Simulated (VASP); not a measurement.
# SnO2 (I4_1/amd) in VASP: notebook

The runs below take SnO2 through single point, with PBEsol.

All numbers are computed with VASP 6.6.1; they aren't measurements. Logs are shortened: lines on timing, memory, paths and dates and some standing lists are left out, and cuts for length are marked.

## (1) The cell of the first run

The structure is tetragonal, space group I4_1/amd (No. 141). The conventional cell has a = 3.980 Å, b = 3.980 Å, c = 9.576 Å, α = 90.00°, β = 90.00°, γ = 90.00°. Sn (site symmetry -4m2) has 6 O at 2.02 to 2.03 Å within 2.7 Å. O (site symmetry 2mm) has 3 Sn at 2.02 to 2.03 Å and 2 O at 2.60 Å within 2.7 Å.

## (2) Single point, PBEsol (12.64 Å³/atom)

INCAR reads:

```
SYSTEM = SnO2
PREC     = Accurate       ! precision mode
ENCUT    = 520            ! plane-wave cutoff, eV
EDIFF    = 1E-7           ! SCF threshold, eV
ISMEAR   = 0              ! smearing method
SIGMA    = 0.05           ! smearing width, eV
LREAL    = .FALSE.        ! projectors in reciprocal space
LASPH    = .TRUE.         ! aspherical terms in the spheres
NELM     = 80             ! most SCF steps
ALGO     = Normal         ! electronic algorithm
ISIF     = 2              ! what is computed and relaxed
LWAVE    = .FALSE.        ! write WAVECAR
LCHARG   = .FALSE.        ! write CHGCAR
GGA      = PS             ! functional
NBANDS   = 35             ! bands
```

KPOINTS reads:

```
Automatic mesh
0
G
  10 10 10
  0 0 0
```

POSCAR reads:

```
SnO2
1.0
   -1.9898422396      1.9898422396      4.7877594127
    1.9898422396     -1.9898422396      4.7877594127
    1.9898422396      1.9898422396     -4.7877594127
Sn O
2 4
Direct
    0.7500000000      0.2500000000      0.5000000000
    0.0000000000      0.0000000000      0.0000000000
    0.7879317119      0.7879317119      0.0000000000
    0.9620682881      0.4620682881      0.5000000000
    0.2120682881      0.2120682881      0.0000000000
    0.5379317119      0.0379317119      0.5000000000
```

Potentials or basis: VASP PAW PBE potentials, release 64 (Sn_d, O).

Started as:

```console
> cat potpaw_PBE.64/Sn_d/POTCAR potpaw_PBE.64/O/POTCAR > POTCAR
> mpirun -np 1 vasp_std > vasp.out
```

OUTCAR:

```text
SYSTEM = SnO2
   PREC = Accurate
   ENCUT = 520
   EDIFF = 1E-7
   ISMEAR = 0
   LREAL = .FALSE.
   LASPH = .TRUE.
   NELM = 80
   ISIF = 2
   GGA = PS

 ion  position               nearest neighbor table
   1  0.750  0.250  0.500-   3 2.02   5 2.02   3 2.02   5 2.02   4 2.03   6 2.03   2 3.11   2 3.11
                             2 3.11   2 3.11
   2  0.000  0.000  0.000-   6 2.02   4 2.02   6 2.02   4 2.02   3 2.03   5 2.03   1 3.11   1 3.11
                             1 3.11   1 3.11
   3  0.788  0.788  0.000-   1 2.02   1 2.02   2 2.03
   4  0.962  0.462  0.500-   2 2.02   2 2.02   1 2.03
   5  0.212  0.212  0.000-   1 2.02   1 2.02   2 2.03
   6  0.538  0.038  0.500-   2 2.02   2 2.02   1 2.03

  LATTYP: Found a body centered tetragonal cell.
 ALAT       =     3.9796844792
 C/A-ratio  =     2.4061000000

  Lattice vectors:

 A1 = (  -1.9898422396,   1.9898422396,   4.7877594127)
 A2 = (   1.9898422396,  -1.9898422396,   4.7877594127)
 A3 = (   1.9898422396,   1.9898422396,  -4.7877594127)

Analysis of symmetry for initial positions (statically):
=====================================================================
 Subroutine PRICEL returns:
 Original cell was already a primitive cell.

 Routine SETGRP: Setting up the symmetry group for a
 body centered tetragonal supercell.

 Subroutine GETGRP returns: Found 16 space group operations
 (whereof  8 operations were pure point group operations)
 out of a pool of 16 trial point group operations.

The static configuration has the point symmetry D_2d.
 The point group associated with its full space group is D_4h.

Analysis of symmetry for dynamics (positions and initial velocities):
=====================================================================
 Subroutine PRICEL returns:
 Original cell was already a primitive cell.

 Routine SETGRP: Setting up the symmetry group for a
 body centered tetragonal supercell.

 Subroutine GETGRP returns: Found 16 space group operations
 (whereof  8 operations were pure point group operations)
 out of a pool of 16 trial point group operations.

The dynamic configuration has the point symmetry D_2d.
 The point group associated with its full space group is D_4h.

 Subroutine INISYM returns: Found 16 space group operations
 (whereof  8 operations are pure point group operations),
 and found     1 'primitive' translations

----------------------------------------------------------------------------------------

                                     Primitive cell

  volume of cell :      75.8280

  direct lattice vectors                    reciprocal lattice vectors
    -1.989842240  1.989842240  4.787759413     0.000000000  0.251276202  0.104432984
     1.989842240 -1.989842240  4.787759413     0.251276202  0.000000000  0.104432984
     1.989842240  1.989842240 -4.787759413     0.251276202  0.251276202  0.000000000

  length of vectors
     5.553520007  5.553520007  5.553520007     0.272113906  0.272113906  0.355358212

  position of ions in fractional coordinates (direct lattice)
     0.750000000  0.250000000  0.500000000
     0.000000000  0.000000000  0.000000000
     0.787931712  0.787931712  0.000000000
     0.962068288  0.462068288  0.500000000
     0.212068288  0.212068288  0.000000000
     0.537931712  0.037931712  0.500000000

  ion indices of the primitive-cell ions
   primitive index   ion index
                 1           1
                 2           2
                 3           3
                 4           4
                 5           5
                 6           6

----------------------------------------------------------------------------------------

 KPOINTS: Automatic mesh

Automatic generation of k-mesh.
 Grid dimensions read from file:
 generate k-points for:   10   10   10

 Generating k-lattice:

  Cartesian coordinates                     Fractional coordinates (reciprocal lattice)
     0.000000000  0.025127620  0.010443298     0.100000000 -0.000000000  0.000000000
     0.025127620  0.000000000  0.010443298    -0.000000000  0.100000000  0.000000000
     0.025127620  0.025127620  0.000000000     0.000000000  0.000000000  0.100000000

  Length of vectors
     0.027211391  0.027211391  0.035535821

  Shift w.r.t. Gamma in fractional coordinates (k-lattice)
     0.000000000  0.000000000  0.000000000

 Subroutine IBZKPT returns following result:
 ===========================================

 Found    102 irreducible k-points:

 Following reciprocal coordinates:
            Coordinates               Weight
  0.000000  0.000000  0.000000      1.000000
  0.100000  0.000000  0.000000      8.000000
  0.200000  0.000000  0.000000      8.000000
  0.300000  0.000000 -0.000000      8.000000
  0.400000  0.000000  0.000000      8.000000
  0.500000  0.000000 -0.000000      4.000000
[... 16 lines left out ...]
  0.300000  0.300000  0.000000      8.000000
  0.400000  0.300000  0.000000     16.000000
 [... further k-points ...]
   k-points           NKPTS =    102   k-points in BZ     NKDIM =    102   number of bands    NBANDS=     35
   number of dos      NEDOS =    301   number of ions     NIONS =      6
   total plane-waves  NPLWV =  74088
   dimension x,y,z NGX =    42 NGY =   42 NGZ =   42
   dimension x,y,z NGXF=    84 NGYF=   84 NGZF=   84
   ions per type =               2   4
   NGX,Y,Z   is equivalent  to a cutoff of  12.57, 12.57, 12.57 a.u.
   NGXF,Y,Z  is equivalent  to a cutoff of  25.15, 25.15, 25.15 a.u.
 SYSTEM =  SnO2
   PREC   = accura    normal or accurate (medium, high low for compatibility)
   ISTART =      0    job   : 0-new  1-cont  2-samecut
   ICHARG =      2    charge: 1-file 2-atom 10-const
   ISPIN  =      1    spin polarized calculation?
   LNONCOLLINEAR =      F non collinear calculations
   LSORBIT =      F    spin-orbit coupling
   LASPH  =      T    aspherical Exc in radial PAW
   ENCUT  =  520.0 eV  38.22 Ry    6.18 a.u.  10.33 10.33 10.33*2*pi/ulx,y,z
   NELM   =     80;   NELMIN=  2; NELMDL= -5     # of ELM steps
   EDIFF  = 0.1E-06   stopping-criterion for ELM
   LREAL  =      F    real-space projection
   EDIFFG = 0.1E-05   stopping-criterion for IOM
   NSW    =      0    number of steps for IOM
   IBRION =     -1    ionic relax: 0-MD 1-quasi-New 2-CG
   NFREE  =      0    steps in history (QN), initial steepest desc. (CG)
   ISIF   =      2    stress and relaxation
   ISYM   =      2    0-nonsym 1-usesym 2-fastsym
   POTIM  = 0.5000    time-step for ionic-motion
   TEBEG  =    0.0;   TEEND  =   0.0 temperature during run
   PSTRESS=    0.0 pullay stress
   NELECT =      52.0000    total number of electrons
   NUPDOWN=      -1.0000    fix difference up-down
   EMIN   =  10.00;   EMAX   =-10.00  energy-range for DOS
   EFERMI =   0.00;   METHOD = LEGACY
   ISMEAR =     0;   SIGMA  =   0.05  broadening in eV -4-tet -1-fermi 0-gaus
   EFERMI_NEDOS =   21; number of points for ismear=-14 and -15
   IALGO  =     38    algorithm
   IMIX   =      4    mixing-type and parameters
     AMIX     =   0.40;   BMIX     =  1.00
     AMIX_MAG =   1.60;   BMIX_MAG =  1.00
  volume/ion in A,a.u.               =      12.64        85.29
  Fermi-wavevector in a.u.,A,eV,Ry     =   1.443664  2.728129 28.356790  2.084165
  Thomas-Fermi vector in A             =   2.562046
   LORBIT       =      0    0 simple, 1 ext, 2 COOP (PROOUT), +10 PAW based schemes
   GGA     = PS    functional components
   LHFCALC =     F    Hartree Fock is set to
   AEXX    =    0.0000 exact exchange contribution
   IVDW    =     0    specifies the selected vdW correction
   LEPSILON=     F    determine dielectric tensor
   LRPA    =     F    only Hartree local field effects (RPA)
 non-spin polarized calculation
 Gauss-broadening in eV      SIGMA  =   0.05
  energy-cutoff  :      520.00
  volume of cell :       75.83
 maximum number of plane-waves:      2069
 NGX is ok and might be reduce to    42
   NGX = 21   NGY = 21   NGZ = 21

 number of electron      52.0000003 magnetization

 Free energy of the ion-electron system (eV)
  ---------------------------------------------------
  ext. energy  EPLUGINS =         0.00000000
  ---------------------------------------------------
  free energy    TOTEN  =       -38.88470471 eV

  energy without entropy =      -38.88470471  energy(sigma->0) =      -38.88470471

 E-fermi :   5.1199     XC(G=0): -10.9893

 val. band max:        4.8252947108   @ k =   0.3000   0.3000   0.2000
 cond. band min:       7.0031535856   @ k =   0.0000   0.0000   0.0000
 fundamental gap:      2.1778588748
 Fermi energy:         5.1198993541

 k-point     1 :       0.0000    0.0000    0.0000
  band No.  band energies     occupation
      1     -15.8400      2.00000
      2     -15.7003      2.00000
      3     -15.5335      2.00000
      4     -14.8415      2.00000
      5     -14.6833      2.00000
      6     -14.6833      2.00000
[... 27 lines left out ...]
     34      17.2331      0.00000
     35      17.5288      0.00000

 k-point     2 :       0.1000    0.0000    0.0000
  band No.  band energies     occupation
      1     -15.8421      2.00000
      2     -15.6528      2.00000
      3     -15.5207      2.00000
      4     -14.8445      2.00000
      5     -14.6869      2.00000
      6     -14.6807      2.00000
[... 27 lines left out ...]
     34      17.0304      0.00000
     35      17.3929      0.00000

 k-point     3 :       0.2000    0.0000    0.0000
  band No.  band energies     occupation
      1     -15.8372      2.00000
      2     -15.5699      2.00000
      3     -15.4528      2.00000
      4     -14.8512      2.00000
      5     -14.6957      2.00000
      6     -14.6742      2.00000
[... 27 lines left out ...]
     34      17.0333      0.00000
     35      17.0502      0.00000
[... 723 lines left out ...]
 k-point    23 :       0.3000    0.3000    0.0000
  band No.  band energies     occupation
      1     -15.6540      2.00000
      2     -15.4737      2.00000
      3     -15.0698      2.00000
      4     -14.7891      2.00000
      5     -14.6940      2.00000
      6     -14.6246      2.00000
[... 27 lines left out ...]
     34      16.5140      0.00000
     35      17.5937      0.00000

 k-point    24 :       0.4000    0.3000    0.0000
  band No.  band energies     occupation
      1     -15.5843      2.00000
      2     -15.4165      2.00000
      3     -14.9940      2.00000
      4     -14.8074      2.00000
      5     -14.6907      2.00000
      6     -14.5955      2.00000
[... 27 lines left out ...]
     34      16.4781      0.00000
     35      17.7325      0.00000

 [... further k-points ...]

------------------------ aborting loop because EDIFF is reached ----------------------------------------

  FORCE on cell =-STRESS in cart. coord.  units (eV):
  Direction    XX          YY          ZZ          XY          YZ          ZX
  --------------------------------------------------------------------------------------
  -------------------------------------------------------------------------------------
  Total        6.0728512      6.0728512      8.0881955      0.0000000      0.0000000     -0.0000000
  in kB      128.3138751    128.3138751    170.8962852      0.0000000      0.0000000     -0.0000000
  external PRESSURE =     142.5080118 kB  Pullay stress =       0.0000000 kB

 VOLUME and BASIS-vectors are now :
 -----------------------------------------------------------------------------
  energy-cutoff  :      520.00
  volume of cell :       75.83
      direct lattice vectors                 reciprocal lattice vectors
    -1.989842240  1.989842240  4.787759413     0.000000000  0.251276202  0.104432984
     1.989842240 -1.989842240  4.787759413     0.251276202  0.000000000  0.104432984
     1.989842240  1.989842240 -4.787759413     0.251276202  0.251276202  0.000000000

 POSITION                                       TOTAL-FORCE (eV/Angst)
 -----------------------------------------------------------------------------------
     -0.00000      1.98984      2.39388        -0.000000     -0.000000      0.000000
      0.00000      0.00000      0.00000        -0.000000     -0.000000      0.000000
      0.00000      0.00000      7.54485        -0.000000      0.000000     -0.042594
      0.00000      1.98984      4.42454         0.000000     -0.000000      0.042594
      0.00000      0.00000      2.03066        -0.000000      0.000000      0.042594
      0.00000      1.98984      0.36322         0.000000     -0.000000     -0.042594
 -----------------------------------------------------------------------------------
    total drift:                                0.000000      0.000000     -0.000000

  FREE ENERGIE OF THE ION-ELECTRON SYSTEM (eV)
  ---------------------------------------------------
  free  energy   TOTEN  =       -38.8847047123 eV

  energy  without entropy=      -38.8847047123  energy(sigma->0) =      -38.88470471
```

Wall time 11 min (1 thread of Intel Xeon 8259CL, shared host); peak memory 0.4 GiB.

What came out:

```
Free energy            : -38.8847 eV
Pressure               : 14.3 GPa
Largest force          : 0.043 eV/Å
Band gap on the k mesh : 2.18 eV (least direct gap 2.83 eV)
```

Forces on the atoms (eV/Å):
```
Sn   0.000  0.000  0.000
Sn   0.000  0.000  0.000
O    0.000  0.000 -0.043
O    0.000  0.000  0.043
O    0.000  0.000  0.043
O    0.000  0.000 -0.043
```

Levels at points of the mesh, in eV from the valence-band top:
```tsv
k point	band 22	band 23	band 24	band 25	band 26	band 27	band 28	band 29	band 30	band 31
(0.00, 0.00, 0.00)	-1.17	-0.80	-0.80	-0.66	-0.66	2.18	5.72	9.69	10.79	11.02
(0.50, 0.00, 0.00)	-1.16	-1.01	-0.92	-0.81	-0.57	5.64	6.77	8.22	8.98	10.58
(0.50, 0.50, 0.00)	-1.00	-0.82	-0.82	-0.06	-0.06	7.63	7.63	8.09	8.09	9.12
(0.50, 0.50, 0.50)	-3.05	-1.10	-1.10	-0.52	-0.52	4.56	4.56	8.12	8.12	12.18
```

Caveat: the cell stands under pressure; the PAW data sets were made with another functional, which shifts forces and pressure a little; spin-orbit coupling is left out, which moves the levels of the heavy elements.

[end of part 1 of 2]
